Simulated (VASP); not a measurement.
A run of VASP 6.6.1:

The input INCAR:

```
PREC = Accurate ; ENCUT = 600
EDIFF = 1E-7 ; ISMEAR = -1
SIGMA = 0.05 ; LREAL = False
LASPH = True ; NELM = 60
ALGO = Normal ; ISIF = 4
LWAVE = False ; LCHARG = False
GGA = PS ; IBRION = 2
NSW = 50 ; EDIFFG = -0.005
```

KPOINTS

```
regular mesh
0
Gamma
  15 15 8
```

Contents of POSCAR:

```
Ag
1.0
    2.7318584789      0.0000000000      0.0000000000
   -1.3659292395      2.3658588423      0.0000000000
    0.0000000000      0.0000000000      4.5395295673
Ag
2
Direct
    0.3333333333      0.6666666667      0.2500000000
    0.6666666667      0.3333333333      0.7500000000
```

Potentials or basis: VASP PAW PBE potentials, release 64 (Ag).

Launch:

```sh
$ cat potpaw_PBE.64/Ag/POTCAR > POTCAR
$ mpirun -np 1 vasp_std > vasp.out
```

Hardware: 1 thread of Intel(R) Xeon(R) 6975P-C (Granite Rapids), on a shared host.

Problem. How long does it take, and how much memory?

Solution. It took 29 s on 1 thread of Intel(R) Xeon(R) 6975P-C (Granite Rapids) (shared host), peak memory 0.2 GiB. Counts: scf iterations 18, k points 135, ion steps 2.
